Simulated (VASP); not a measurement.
# KBaI3 in VASP: a series of runs, part 2 of 3

VASP 6.6.1. The steps go on from the part before.

## 3. Single point, PBE (uniaxial z strain -0.5%)

INCAR

```
ALGO = Normal
EDIFF = 1E-6
ENCUT = 500
GGA = PE
GGA_COMPAT = False
ISIF = 2
ISMEAR = -1
LASPH = True
LCHARG = False
LREAL = False
LWAVE = False
NBANDS = 28
NELM = 120
PREC = Accurate
SIGMA = 0.02
```

KPOINTS

```
k-points
0
Gamma
  4 4 4
```

POSCAR

```
KBaI3
1.0
    6.7191904481      0.0000000000      0.0000000000
    0.0000000000      6.7191904481      0.0000000000
    0.0000000000      0.0000000000      6.6855944959
K Ba I
1 1 3
Direct
    0.0000000000      0.0000000000      0.0000000000
    0.5000000000      0.5000000000      0.5000000000
    0.5000000000      0.5000000000      0.0000000000
    0.5000000000      0.0000000000      0.5000000000
    0.0000000000      0.5000000000      0.5000000000
```

Potentials or basis: VASP PAW PBE potentials, release 64 (K_sv, Ba_sv, I).

On the command line:

```bash
cat potpaw_PBE.64/K_sv/POTCAR potpaw_PBE.64/Ba_sv/POTCAR potpaw_PBE.64/I/POTCAR > POTCAR
mpirun -np 1 vasp_std > vasp.out
```

OUTCAR:

```text
EDIFF = 1E-6
   ENCUT = 500
   GGA = PE
   ISIF = 2
   ISMEAR = -1
   LASPH = True
   LREAL = False
   NELM = 120
   PREC = Accurate

 ion  position               nearest neighbor table
   1  0.000  0.000  0.000-
   2  0.500  0.500  0.500-   3 3.34   3 3.34   5 3.36   4 3.36   4 3.36   5 3.36
   3  0.500  0.500  0.000-   2 3.34   2 3.34
   4  0.500  0.000  0.500-   2 3.36   2 3.36
   5  0.000  0.500  0.500-   2 3.36   2 3.36

  LATTYP: Found a simple tetragonal cell.
 ALAT       =     6.7191904481
 C/A-ratio  =     0.9950000000

  Lattice vectors:

 A1 = (   6.7191904481,   0.0000000000,   0.0000000000)
 A2 = (   0.0000000000,   6.7191904481,   0.0000000000)
 A3 = (   0.0000000000,   0.0000000000,   6.6855944959)

Analysis of symmetry for initial positions (statically):
=====================================================================
 Subroutine PRICEL returns:
 Original cell was already a primitive cell.

 Routine SETGRP: Setting up the symmetry group for a
 simple tetragonal supercell.

 Subroutine GETGRP returns: Found 16 space group operations
 (whereof 16 operations were pure point group operations)
 out of a pool of 16 trial point group operations.

The static configuration has the point symmetry D_4h.

Analysis of symmetry for dynamics (positions and initial velocities):
=====================================================================
 Subroutine PRICEL returns:
 Original cell was already a primitive cell.

 Routine SETGRP: Setting up the symmetry group for a
 simple tetragonal supercell.

 Subroutine GETGRP returns: Found 16 space group operations
 (whereof 16 operations were pure point group operations)
 out of a pool of 16 trial point group operations.

The dynamic configuration has the point symmetry D_4h.

 Subroutine INISYM returns: Found 16 space group operations
 (whereof 16 operations are pure point group operations),
 and found     1 'primitive' translations

----------------------------------------------------------------------------------------

                                     Primitive cell

  volume of cell :     301.8380

  direct lattice vectors                    reciprocal lattice vectors
     6.719190448  0.000000000  0.000000000     0.148827453  0.000000000  0.000000000
     0.000000000  6.719190448  0.000000000     0.000000000  0.148827453  0.000000000
     0.000000000  0.000000000  6.685594496     0.000000000  0.000000000  0.149575330

  length of vectors
     6.719190448  6.719190448  6.685594496     0.148827453  0.148827453  0.149575330

  position of ions in fractional coordinates (direct lattice)
     0.000000000  0.000000000  0.000000000
     0.500000000  0.500000000  0.500000000
     0.500000000  0.500000000  0.000000000
     0.500000000  0.000000000  0.500000000
     0.000000000  0.500000000  0.500000000

  ion indices of the primitive-cell ions
   primitive index   ion index
                 1           1
                 2           2
                 3           3
                 4           4
                 5           5

----------------------------------------------------------------------------------------

 KPOINTS: k-points

Automatic generation of k-mesh.
 Grid dimensions read from file:
 generate k-points for:    4    4    4

 Generating k-lattice:

  Cartesian coordinates                     Fractional coordinates (reciprocal lattice)
     0.037206863  0.000000000  0.000000000     0.250000000  0.000000000  0.000000000
     0.000000000  0.037206863  0.000000000     0.000000000  0.250000000  0.000000000
     0.000000000  0.000000000  0.037393832     0.000000000  0.000000000  0.250000000

  Length of vectors
     0.037206863  0.037206863  0.037393832

  Shift w.r.t. Gamma in fractional coordinates (k-lattice)
     0.000000000  0.000000000  0.000000000

 Subroutine IBZKPT returns following result:
 ===========================================

 Found     18 irreducible k-points:

 Following reciprocal coordinates:
            Coordinates               Weight
  0.000000  0.000000  0.000000      1.000000
  0.250000  0.000000  0.000000      4.000000
  0.500000  0.000000  0.000000      2.000000
  0.250000  0.250000  0.000000      4.000000
  0.500000  0.250000  0.000000      4.000000
  0.500000  0.500000  0.000000      1.000000
[... 10 lines left out ...]
  0.500000  0.250000  0.500000      4.000000
  0.500000  0.500000  0.500000      1.000000
   k-points           NKPTS =     18   k-points in BZ     NKDIM =     18   number of bands    NBANDS=     28
   number of dos      NEDOS =    301   number of ions     NIONS =      5
   total plane-waves  NPLWV = 125000
   dimension x,y,z NGX =    50 NGY =   50 NGZ =   50
   dimension x,y,z NGXF=   100 NGYF=  100 NGZF=  100
   ions per type =               1   1   3
   NGX,Y,Z   is equivalent  to a cutoff of  12.37, 12.37, 12.43 a.u.
   NGXF,Y,Z  is equivalent  to a cutoff of  24.74, 24.74, 24.87 a.u.
 SYSTEM =  unknown system
   PREC   = accura    normal or accurate (medium, high low for compatibility)
   ISTART =      0    job   : 0-new  1-cont  2-samecut
   ICHARG =      2    charge: 1-file 2-atom 10-const
   ISPIN  =      1    spin polarized calculation?
   LNONCOLLINEAR =      F non collinear calculations
   LSORBIT =      F    spin-orbit coupling
   LASPH  =      T    aspherical Exc in radial PAW
   ENCUT  =  500.0 eV  36.75 Ry    6.06 a.u.  12.25 12.25 12.19*2*pi/ulx,y,z
   NELM   =    120;   NELMIN=  2; NELMDL= -5     # of ELM steps
   EDIFF  = 0.1E-05   stopping-criterion for ELM
   LREAL  =      F    real-space projection
   EDIFFG = 0.1E-04   stopping-criterion for IOM
   NSW    =      0    number of steps for IOM
   IBRION =     -1    ionic relax: 0-MD 1-quasi-New 2-CG
   NFREE  =      0    steps in history (QN), initial steepest desc. (CG)
   ISIF   =      2    stress and relaxation
   ISYM   =      2    0-nonsym 1-usesym 2-fastsym
   POTIM  = 0.5000    time-step for ionic-motion
   TEBEG  =    0.0;   TEEND  =   0.0 temperature during run
   PSTRESS=    0.0 pullay stress
   NELECT =      40.0000    total number of electrons
   NUPDOWN=      -1.0000    fix difference up-down
   EMIN   =  10.00;   EMAX   =-10.00  energy-range for DOS
   EFERMI =   0.00;   METHOD = LEGACY
   ISMEAR =    -1;   SIGMA  =   0.02  broadening in eV -4-tet -1-fermi 0-gaus
   EFERMI_NEDOS =   21; number of points for ismear=-14 and -15
   IALGO  =     38    algorithm
   IMIX   =      4    mixing-type and parameters
     AMIX     =   0.40;   BMIX     =  1.00
     AMIX_MAG =   1.60;   BMIX_MAG =  1.00
  volume/ion in A,a.u.               =      60.37       407.38
  Fermi-wavevector in a.u.,A,eV,Ry     =   0.834648  1.577257  9.478333  0.696638
  Thomas-Fermi vector in A             =   1.948075
   LORBIT       =      0    0 simple, 1 ext, 2 COOP (PROOUT), +10 PAW based schemes
   GGA     = PE    functional components
   LHFCALC =     F    Hartree Fock is set to
   AEXX    =    0.0000 exact exchange contribution
   IVDW    =     0    specifies the selected vdW correction
   LEPSILON=     F    determine dielectric tensor
   LRPA    =     F    only Hartree local field effects (RPA)
 non-spin polarized calculation
  energy-cutoff  :      500.00
  volume of cell :      301.84
 maximum number of plane-waves:      7705
 NGX is ok and might be reduce to    50
   NGX = 25   NGY = 25   NGZ = 25

 number of electron      40.0000006 magnetization

 Free energy of the ion-electron system (eV)
  ---------------------------------------------------
  ext. energy  EPLUGINS =         0.00000000
  ---------------------------------------------------
  free energy    TOTEN  =       -15.15975602 eV

  energy without entropy =      -15.15975602  energy(sigma->0) =      -15.15975602

 E-fermi :  -0.2256     XC(G=0):  -6.3412

 val. band max:       -0.7785143290   @ k =   0.5000   0.5000   0.5000
 cond. band min:       2.3161806992   @ k =   0.0000   0.0000   0.0000
 fundamental gap:      3.0946950282
 Fermi energy:        -0.2255772503

 k-point     1 :       0.0000    0.0000    0.0000
  band No.  band energies     occupation
      1     -31.1981      2.00000
      2     -27.0001      2.00000
      3     -14.6378      2.00000
      4     -14.6378      2.00000
      5     -14.6376      2.00000
      6     -12.3074      2.00000
[... 547 lines left out ...]
     27       5.1704      0.00000
     28       6.1130      0.00000

------------------------ aborting loop because EDIFF is reached ----------------------------------------

  FORCE on cell =-STRESS in cart. coord.  units (eV):
  Direction    XX          YY          ZZ          XY          YZ          ZX
  --------------------------------------------------------------------------------------
  -------------------------------------------------------------------------------------
  Total        0.4898674      0.4898674      0.7588397      0.0000000      0.0000000      0.0000000
  in kB        2.6002505      2.6002505      4.0279745      0.0000000      0.0000000      0.0000000
  external PRESSURE =       3.0761585 kB  Pullay stress =       0.0000000 kB

 VOLUME and BASIS-vectors are now :
 -----------------------------------------------------------------------------
  energy-cutoff  :      500.00
  volume of cell :      301.84
      direct lattice vectors                 reciprocal lattice vectors
     6.719190448  0.000000000  0.000000000     0.148827453  0.000000000  0.000000000
     0.000000000  6.719190448  0.000000000     0.000000000  0.148827453  0.000000000
     0.000000000  0.000000000  6.685594496     0.000000000  0.000000000  0.149575330

 POSITION                                       TOTAL-FORCE (eV/Angst)
 -----------------------------------------------------------------------------------
      0.00000      0.00000      0.00000         0.000000      0.000000      0.000000
      3.35960      3.35960      3.34280         0.000000      0.000000      0.000000
      3.35960      3.35960      0.00000         0.000000      0.000000      0.000000
      3.35960      0.00000      3.34280         0.000000      0.000000      0.000000
      0.00000      3.35960      3.34280         0.000000      0.000000      0.000000
 -----------------------------------------------------------------------------------
    total drift:                                0.000000     -0.000000      0.000000

  FREE ENERGIE OF THE ION-ELECTRON SYSTEM (eV)
  ---------------------------------------------------
  free  energy   TOTEN  =       -15.1597560183 eV

  energy  without entropy=      -15.1597560183  energy(sigma->0) =      -15.15975602
```

OSZICAR:

```text
N       E                     dE             d eps       ncg     rms          rms(c)
DAV:   1     0.283759863742E+03    0.28376E+03   -0.14827E+04  1008   0.111E+03
DAV:   2     0.112130105138E+02   -0.27255E+03   -0.26680E+03  1428   0.225E+02
DAV:   3    -0.150400923290E+02   -0.26253E+02   -0.26201E+02  1464   0.706E+01
DAV:   4    -0.157161196340E+02   -0.67603E+00   -0.67492E+00  1540   0.115E+01
DAV:   5    -0.157340184230E+02   -0.17899E-01   -0.17896E-01  1408   0.168E+00    0.441E+00
DAV:   6    -0.153622358635E+02    0.37178E+00   -0.39873E-01  1196   0.206E+00    0.297E+00
DAV:   7    -0.151796793195E+02    0.18256E+00   -0.57085E-01  1360   0.303E+00    0.106E+00
DAV:   8    -0.151616711641E+02    0.18008E-01   -0.61806E-02  1584   0.121E+00    0.298E-01
DAV:   9    -0.151601407884E+02    0.15304E-02   -0.73850E-03  1364   0.382E-01    0.187E-01
DAV:  10    -0.151596361276E+02    0.50466E-03   -0.34642E-03  1220   0.253E-01    0.569E-02
DAV:  11    -0.151597236074E+02   -0.87480E-04   -0.52226E-04  1556   0.898E-02    0.226E-02
DAV:  12    -0.151597460995E+02   -0.22492E-04   -0.27194E-05  1276   0.257E-02    0.840E-03
DAV:  13    -0.151597550572E+02   -0.89577E-05   -0.86558E-06  1284   0.143E-02    0.439E-03
DAV:  14    -0.151597560183E+02   -0.96105E-06   -0.43752E-07  1008   0.329E-03
   1 F= -.15159756E+02 E0= -.15159756E+02  d E =-.170885E-12
```

stdout:

```text
POSCAR found type information on POSCAR K BaI
 POSCAR found :  3 types and       5 ions
 scaLAPACK will be used
 LDA part: xc-table for (Slater+PW92), standard interpolation
 POSCAR, INCAR and KPOINTS ok, starting setup
 FFT: planning ... GRIDC
 FFT: planning ... GRID_SOFT
 FFT: planning ... GRID
 WAVECAR not read
 entering main loop
```

Wall time 1.9 min (1 thread of AMD EPYC 7R43 (Zen 3), shared host); peak memory 0.39 GiB.

Results:

* Free energy: -15.1598 eV
* Pressure: 0.3 GPa
* Band gap on the k mesh: 3.09 eV (least direct gap 3.26 eV)

Caveat: the cell differs from its parent crystal (uniaxial z strain -0.5%); spin-orbit coupling is left out, which moves the levels of the heavy elements.

(Part 2 of 3 ends here.)
